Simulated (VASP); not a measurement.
# W9C8 in VASP: single point with PBEsol

Aim: the single point of W9C8 with PBEsol.

All numbers are computed with VASP 6.6.1; they aren't measurements. Logs are shortened: lines on timing, memory, paths and dates and some standing lists are left out, and cuts for length are marked.

### Step 1. The cell of the first run

The cell holds a slab with vacuum, 17 atoms: a = 5.710 Å, b = 5.710 Å, c = 16.205 Å, α = 90.00°, β = 90.00°, γ = 120.00°.

### Step 2. Single point, PBEsol

Contents of INCAR:

```
PREC     = Accurate       # precision mode
ENCUT    = 520            # plane-wave cutoff, eV
EDIFF    = 1E-6           # SCF threshold, eV
ISMEAR   = -1             # smearing method
SIGMA    = 0.15           # smearing width, eV
LREAL    = Auto         
LASPH    = True           # aspherical terms in the spheres
NELM     = 100            # most SCF steps
ALGO     = Normal         # electronic algorithm
ISIF     = 2              # what is computed and relaxed
LWAVE    = False          # write WAVECAR
LCHARG   = True           # write CHGCAR
GGA      = PS             # functional
LELF     = True           # ELF
LVHAR    = True         
NBANDS   = 93             # bands
```

Contents of KPOINTS:

```
regular mesh
0
Gamma
  1 1 1
```

Contents of POSCAR:

```
W9C8
1.0
    5.7102600000      0.0000000000      0.0000000000
   -2.8551300000      4.9452300000      0.0000000000
    0.0000000000      0.0000000000     16.2045300000
W C
9 8
Direct
    0.0000000000      0.0000000000      0.0617110771
    0.0072124418     -0.0082129648      0.2632062146
    0.0000000000      0.5000000000      0.0617110771
    0.0003950080      0.4968788105      0.2303982281
    0.5000000000      0.0000000000      0.0617110771
    0.5021049805      0.0032338233      0.2311005009
    0.5000000000      0.5000000000      0.0617110771
    0.5099482474      0.4994368310      0.2419099474
    1.0646822202      0.4425389719      0.3858503764
    0.3181567164      0.1669008317      0.1546225654
    0.3549381546      0.1782234598      0.3218294514
    0.3373257807      0.6614731772      0.1443010072
    0.3398783681      0.6956873593      0.3178078599
    0.8423672915      0.1632896751      0.1453873701
    0.7905532557      0.1700250544      0.3232317136
    0.8487789032      0.6770746760      0.1508981131
    0.8673889723      0.6424063188      0.3385227464
```

Potentials or basis: VASP PAW PBE potentials, release 64 (W_sv, C).

Launch:

```sh
$ cat potpaw_PBE.64/W_sv/POTCAR potpaw_PBE.64/C/POTCAR > POTCAR
$ mpirun -np 1 vasp_gam > vasp.out
```

OUTCAR:

```text
PREC = Accurate
   ENCUT = 520
   EDIFF = 1E-6
   ISMEAR = -1
   LREAL = Auto
   LASPH = True
   NELM = 100
   ISIF = 2
   GGA = PS

 ion  position               nearest neighbor table
   1  0.000  0.000  0.062-  14 2.09  16 2.15  10 2.18   7 2.86   3 2.86   3 2.86   7 2.86   5 2.86
                             5 2.86   2 3.27
   2  0.007  0.992  0.263-  11 1.97  17 2.12  15 2.18  10 2.34  16 2.39  14 2.53   6 2.84   8 2.85
                             4 2.86   8 2.91   4 2.95   6 2.96   9 3.14   1 3.27
   3  0.000  0.500  0.062-  12 2.14  14 2.15  16 2.17   4 2.73   5 2.86   1 2.86   1 2.86   5 2.86
                             7 2.86   7 2.86
   4  0.000  0.497  0.230-  16 2.09  14 2.15  12 2.17  13 2.20  15 2.22  17 2.23   9 2.59   3 2.73
                             8 2.81   6 2.83   2 2.86   6 2.88   8 2.91   2 2.95
   5  0.500  0.000  0.062-  12 2.14  14 2.17  10 2.29   6 2.74   7 2.86   3 2.86   7 2.86   3 2.86
                             1 2.86   1 2.86
   6  0.502  0.003  0.231-  15 2.07  13 2.07  10 2.12  11 2.17  14 2.18  12 2.20   5 2.74   8 2.82
                             4 2.83   2 2.84   4 2.88   8 2.90   2 2.96
   7  0.500  0.500  0.062-  12 2.09  10 2.23  16 2.25   5 2.86   1 2.86   5 2.86   1 2.86   3 2.86
                             3 2.86   8 2.92
   8  0.510  0.499  0.242-  11 2.05  10 2.17  13 2.19  16 2.23  12 2.29  17 2.37   4 2.81   6 2.82
                             2 2.85   6 2.90   2 2.91   4 2.91   7 2.92   9 3.34
   9  0.065  0.443  0.386-  15 1.86  13 1.87  17 2.11   4 2.59   2 3.14   8 3.34
  10  0.318  0.167  0.155-   6 2.12   8 2.17   1 2.18   7 2.23   5 2.29   2 2.34
  11  0.355  0.178  0.322-   2 1.97   8 2.05   6 2.17
  12  0.337  0.661  0.144-   7 2.09   3 2.14   5 2.14   4 2.17   6 2.20   8 2.29
  13  0.340  0.696  0.318-   9 1.87   6 2.07   8 2.19   4 2.20
  14  0.842  0.163  0.145-   1 2.09   3 2.15   4 2.15   5 2.17   6 2.18   2 2.53
  15  0.791  0.170  0.323-   9 1.86   6 2.07   2 2.18   4 2.22
  16  0.849  0.677  0.151-   4 2.09   1 2.15   3 2.17   8 2.23   7 2.25   2 2.39
  17  0.867  0.642  0.339-   9 2.11   2 2.12   4 2.23   8 2.37

  LATTYP: Found a hexagonal cell.
 ALAT       =     5.7102600000
 C/A-ratio  =     2.8377919744

  Lattice vectors:

 A1 = (   5.7102600000,   0.0000000000,   0.0000000000)
 A2 = (  -2.8551300000,   4.9452300000,   0.0000000000)
 A3 = (   0.0000000000,   0.0000000000,  16.2045300000)

Analysis of symmetry for initial positions (statically):
=====================================================================
 Subroutine PRICEL returns:
 Original cell was already a primitive cell.

 Routine SETGRP: Setting up the symmetry group for a
 hexagonal supercell.

 Subroutine GETGRP returns: Found  1 space group operations
 (whereof  1 operations were pure point group operations)
 out of a pool of 24 trial point group operations.

The static configuration has the point symmetry C_1 .

Analysis of symmetry for dynamics (positions and initial velocities):
=====================================================================
 Subroutine PRICEL returns:
 Original cell was already a primitive cell.

 Routine SETGRP: Setting up the symmetry group for a
 hexagonal supercell.

 Subroutine GETGRP returns: Found  1 space group operations
 (whereof  1 operations were pure point group operations)
 out of a pool of 24 trial point group operations.

The dynamic configuration has the point symmetry C_1 .

 Subroutine INISYM returns: Found  1 space group operations
 (whereof  1 operations are pure point group operations),
 and found     1 'primitive' translations

----------------------------------------------------------------------------------------

                                     Primitive cell

  volume of cell :     457.5924

  direct lattice vectors                    reciprocal lattice vectors
     5.710260000  0.000000000  0.000000000     0.175123374  0.101107532  0.000000000
    -2.855130000  4.945230000  0.000000000     0.000000000  0.202215064  0.000000000
     0.000000000  0.000000000 16.204530000     0.000000000  0.000000000  0.061711139

  length of vectors
     5.710260000  5.710259808 16.204530000     0.202215057  0.202215064  0.061711139

  position of ions in fractional coordinates (direct lattice)
     0.000000000  0.000000000  0.061711077
     0.007212442  0.991787035  0.263206215
     0.000000000  0.500000000  0.061711077
     0.000395008  0.496878811  0.230398228
     0.500000000  0.000000000  0.061711077
     0.502104981  0.003233823  0.231100501
[... 9 lines left out ...]
     0.848778903  0.677074676  0.150898113
     0.867388972  0.642406319  0.338522746

  ion indices of the primitive-cell ions
   primitive index   ion index
                 1           1
                 2           2
                 3           3
                 4           4
                 5           5
                 6           6
[... 9 lines left out ...]
                16          16
                17          17

----------------------------------------------------------------------------------------

 KPOINTS: regular mesh

Automatic generation of k-mesh.
 Grid dimensions read from file:
 generate k-points for:    1    1    1

 Generating k-lattice:

  Cartesian coordinates                     Fractional coordinates (reciprocal lattice)
     0.175123374  0.101107532  0.000000000     1.000000000  0.000000000  0.000000000
     0.000000000  0.202215064  0.000000000     0.000000000  1.000000000  0.000000000
     0.000000000  0.000000000  0.061711139     0.000000000  0.000000000  1.000000000

  Length of vectors
     0.202215057  0.202215064  0.061711139

  Shift w.r.t. Gamma in fractional coordinates (k-lattice)
     0.000000000  0.000000000  0.000000000

 Subroutine IBZKPT returns following result:
 ===========================================

 Found      1 irreducible k-points:

 Following reciprocal coordinates:
            Coordinates               Weight
  0.000000  0.000000  0.000000      1.000000
   k-points           NKPTS =      1   k-points in BZ     NKDIM =      1   number of bands    NBANDS=     93
   number of dos      NEDOS =    301   number of ions     NIONS =     17
   total plane-waves  NPLWV = 222264
   dimension x,y,z NGX =    42 NGY =   42 NGZ =  126
   dimension x,y,z NGXF=    84 NGYF=   84 NGZF=  252
   ions per type =               9   8
   NGX,Y,Z   is equivalent  to a cutoff of  12.23, 12.23, 12.93 a.u.
   NGXF,Y,Z  is equivalent  to a cutoff of  24.46, 24.46, 25.85 a.u.
 SYSTEM =  unknown system
   PREC   = accura    normal or accurate (medium, high low for compatibility)
   ISTART =      0    job   : 0-new  1-cont  2-samecut
   ICHARG =      2    charge: 1-file 2-atom 10-const
   ISPIN  =      1    spin polarized calculation?
   LNONCOLLINEAR =      F non collinear calculations
   LSORBIT =      F    spin-orbit coupling
   LASPH  =      T    aspherical Exc in radial PAW
   ENCUT  =  520.0 eV  38.22 Ry    6.18 a.u.  10.62 10.62 30.13*2*pi/ulx,y,z
   NELM   =    100;   NELMIN=  2; NELMDL= -5     # of ELM steps
   EDIFF  = 0.1E-05   stopping-criterion for ELM
   LREAL  =      T    real-space projection
   EDIFFG = 0.1E-04   stopping-criterion for IOM
   NSW    =      0    number of steps for IOM
   IBRION =     -1    ionic relax: 0-MD 1-quasi-New 2-CG
   NFREE  =      0    steps in history (QN), initial steepest desc. (CG)
   ISIF   =      2    stress and relaxation
   ISYM   =      2    0-nonsym 1-usesym 2-fastsym
   POTIM  = 0.5000    time-step for ionic-motion
   TEBEG  =    0.0;   TEEND  =   0.0 temperature during run
   PSTRESS=    0.0 pullay stress
   NELECT =     158.0000    total number of electrons
   NUPDOWN=      -1.0000    fix difference up-down
   EMIN   =  10.00;   EMAX   =-10.00  energy-range for DOS
   EFERMI =   0.00;   METHOD = LEGACY
   ISMEAR =    -1;   SIGMA  =   0.15  broadening in eV -4-tet -1-fermi 0-gaus
   EFERMI_NEDOS =   21; number of points for ismear=-14 and -15
   IALGO  =     38    algorithm
   IMIX   =      4    mixing-type and parameters
     AMIX     =   0.40;   BMIX     =  1.00
     AMIX_MAG =   1.60;   BMIX_MAG =  1.00
  volume/ion in A,a.u.               =      26.92       181.65
  Fermi-wavevector in a.u.,A,eV,Ry     =   1.148509  2.170367 17.947064  1.319072
  Thomas-Fermi vector in A             =   2.285183
   LORBIT       =      0    0 simple, 1 ext, 2 COOP (PROOUT), +10 PAW based schemes
   GGA     = PS    functional components
   LHFCALC =     F    Hartree Fock is set to
   AEXX    =    0.0000 exact exchange contribution
   IVDW    =     0    specifies the selected vdW correction
   LEPSILON=     F    determine dielectric tensor
   LRPA    =     F    only Hartree local field effects (RPA)
 non-spin polarized calculation
  energy-cutoff  :      520.00
  volume of cell :      457.59
 maximum number of plane-waves:      6175
 NGX is ok and might be reduce to    42
   NGX = 21   NGY = 21   NGZ = 61

 number of electron     158.0000001 magnetization

 Free energy of the ion-electron system (eV)
  ---------------------------------------------------
  ext. energy  EPLUGINS =         0.00000000
  ---------------------------------------------------
  free energy    TOTEN  =      -181.90662378 eV

  energy without entropy =     -181.00449662  energy(sigma->0) =     -181.45556020

 E-fermi :   1.8095     XC(G=0):  -6.9165

 val. band max:        1.7679642944   @ k =   0.0000   0.0000   0.0000
 cond. band min:       1.8553187197   @ k =   0.0000   0.0000   0.0000
 fundamental gap:      0.0873544253
 Fermi energy:         1.8095485714

 k-point     1 :       0.0000    0.0000    0.0000
  band No.  band energies     occupation
      1     -72.7315      2.00000
      2     -72.6783      2.00000
      3     -72.6362      2.00000
      4     -72.5916      2.00000
      5     -72.5494      2.00000
      6     -72.4676      2.00000
[... 83 lines left out ...]
     90       3.8928      0.00000
     91       4.0167      0.00000
 [bands above 91 left out]

------------------------ aborting loop because EDIFF is reached ----------------------------------------

  FORCE on cell =-STRESS in cart. coord.  units (eV):
  Direction    XX          YY          ZZ          XY          YZ          ZX
  --------------------------------------------------------------------------------------
  -------------------------------------------------------------------------------------
  Total       -7.6265531     -0.8692080      1.0994215      3.1022254      0.1312164     -0.0654303
  in kB      -26.7030005     -3.0433751      3.8494261     10.8618830      0.4594305     -0.2290924
  external PRESSURE =      -8.6323165 kB  Pullay stress =       0.0000000 kB

 VOLUME and BASIS-vectors are now :
 -----------------------------------------------------------------------------
  energy-cutoff  :      520.00
  volume of cell :      457.59
      direct lattice vectors                 reciprocal lattice vectors
     5.710260000  0.000000000  0.000000000     0.175123374  0.101107532  0.000000000
    -2.855130000  4.945230000  0.000000000     0.000000000  0.202215064  0.000000000
     0.000000000  0.000000000 16.204530000     0.000000000  0.000000000  0.061711139

 POSITION                                       TOTAL-FORCE (eV/Angst)
 -----------------------------------------------------------------------------------
      0.00000      0.00000      1.00000        -0.099576     -0.205490      0.361007
     -2.79050      4.90462      4.26513        -0.007849     -0.052522      0.242531
     -1.42756      2.47261      1.00000        -0.320387      0.037334     -0.867217
     -1.41640      2.45718      3.73349        -0.008659     -0.025428     -0.035454
      2.85513      0.00000      1.00000         0.034604      0.292675     -0.366601
      2.85792      0.01599      3.74487        -0.004111      0.041059     -0.018501
[... 9 lines left out ...]
      2.91361      3.34829      2.44523         0.000991      0.032474      0.012650
      3.11886      3.17685      5.48560         0.041111     -0.024753      0.112687
 -----------------------------------------------------------------------------------
    total drift:                                0.017962     -0.007699      0.001116

  FREE ENERGIE OF THE ION-ELECTRON SYSTEM (eV)
  ---------------------------------------------------
  free  energy   TOTEN  =      -181.9066237782 eV

  energy  without entropy=     -181.0044966215  energy(sigma->0) =     -181.45556020
```

Wall time 88 s (1 thread of Intel Xeon 6975P-C (Granite Rapids), shared host); peak memory 0.46 GiB.

What came out:

```
Free energy            : -181.9066 eV
Largest force          : 0.925 eV/Å
Band gap on the k mesh : 0.09 eV
```

Forces in eV/Å, atoms in the order of the input:
```
W   -0.100 -0.205  0.361
W   -0.008 -0.053  0.243
W   -0.320  0.037 -0.867
W   -0.009 -0.025 -0.035
W    0.035  0.293 -0.367
W   -0.004  0.041 -0.019
W    0.402 -0.124  0.499
W    0.026  0.015  0.023
W   -0.088  0.085 -0.027
C   -0.063 -0.030  0.011
C    0.025  0.026 -0.028
C    0.009 -0.023 -0.006
C    0.117  0.100  0.064
C    0.015 -0.007 -0.001
C   -0.078 -0.138  0.024
C    0.001  0.032  0.013
C    0.041 -0.025  0.113
```

Levels at points of the mesh, in eV from the valence-band top:
```csv
k point,band 75,band 76,band 77,band 78,band 79,band 80,band 81,band 82,band 83,band 84
"(0.00, 0.00, 0.00)",-0.55,-0.47,-0.37,-0.17,0.00,0.09,0.17,0.82,0.92,1.17
```

Caveat: the k points lie up to 1.27 Å⁻¹ apart; the PAW data sets were made with another functional, which shifts forces and pressure a little; spin-orbit coupling is left out, which moves the levels of the heavy elements.
